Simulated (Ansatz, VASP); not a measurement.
## Sn: VASP beside Ansatz

```
CELL_PARAMETERS angstrom
-3.01364 3.01364 1.59930
3.01364 -3.01364 1.59930
3.01364 3.01364 -1.59930
ATOMIC_POSITIONS crystal
Sn 0.75000 0.25000 0.50000
Sn 0.00000 0.00000 0.00000
```

Change from the starting cell: strain +0.025 along x and y, +0.000 along z, atoms carried along.

Alike in both runs: task single point; functional r2SCAN; k mesh 16 × 16 × 16; occupations gaussian, width 0.15 eV; no spin polarisation.

|  | VASP | Ansatz |
| --- | --- | --- |
| version | VASP 6.6.1 | Ansatz 0.2.0 |
| potentials or method | VASP PAW PBE potentials, release 64 (Sn_d), cutoff 520 eV | scalar-relativistic, plane waves, PAW |
| valence electrons in the cell | 28 | 28 |

```csv
,VASP,Ansatz,Ansatz less VASP
gap on the k mesh at the Fermi level (eV),none,none,-
pressure (GPa),-2.5,-2.5,+0.04
"traceless stress, the component that is largest in VASP (GPa)",0.85,0.85,-0.001
```

VASP's potentials were made for PBE, not for r2SCAN. A gap of «none» marks a metal or a gap that the smearing closes.
